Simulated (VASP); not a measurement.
# Si: single point with LDA

Si:

```xyz
4
Lattice="3.8162 0.0000 0.0000 -1.9081 3.3050 0.0000 0.0000 0.0000 6.1948" Properties=species:S:1:pos:R:3 pbc="T T T"
Si    0.0000    2.2033    0.3905
Si    1.9081    1.1017    3.4879
Si    0.0000    2.2033    2.7069
Si    1.9081    1.1017    5.8043
```

This cell differs from its parent crystal: uniaxial strain along c: -1.5 %.

```
Program             : VASP 6.6.1
Task                : single point
Functional          : LDA
Potentials or basis : VASP PAW LDA potentials, release 64 (Si)
Cutoff              : 520 eV
k mesh              : 12 × 12 × 6
Occupations         : gaussian, width 0.02 eV
Spin                : no spin polarisation
```

- Pressure: 0.9 GPa
- Largest force: 0.224 eV/Å
- Band gap on the k mesh: 0.17 eV (least direct gap 0.80 eV)

Forces on the atoms (eV/Å):
```
Si   0.000  0.000 -0.224
Si   0.000  0.000 -0.224
Si   0.000  0.000  0.224
Si   0.000  0.000  0.224
```

Stress tensor (GPa, compression positive):
```
-0.65  0.00  0.00
 0.00 -0.65  0.00
 0.00  0.00  3.93
```

Levels at points of the mesh, in eV from the valence-band top:
| k point | band 4 | band 5 | band 6 | band 7 | band 8 | band 9 | band 10 | band 11 | band 12 | band 13 |
| --- | --- | --- | --- | --- | --- | --- | --- | --- | --- | --- |
| (0.00, 0.00, 0.00) | -1.66 | -1.66 | -0.35 | 0.00 | 0.00 | 0.80 | 1.83 | 1.83 | 2.64 | 3.60 |
| (0.50, 0.00, 0.00) | -5.98 | -4.86 | -3.22 | -3.16 | -1.44 | 0.17 | 2.32 | 2.90 | 2.95 | 4.74 |
| (0.00, 0.00, 0.50) | -4.25 | -1.03 | -1.03 | -1.03 | -1.03 | 1.65 | 1.65 | 2.87 | 2.87 | 2.87 |
| (0.50, 0.00, 0.50) | -7.40 | -2.53 | -2.53 | -2.47 | -2.47 | 0.80 | 0.80 | 1.61 | 1.61 | 5.63 |

Run time: 100 s on 1 thread of Intel Xeon 8259CL (shared host), peak memory 0.19 GiB.

Caveat: the cell differs from its parent crystal (uniaxial strain along c: -1.5 %); semilocal functionals underestimate gaps, and a narrow one can read as zero. A k mesh can miss the band edges.
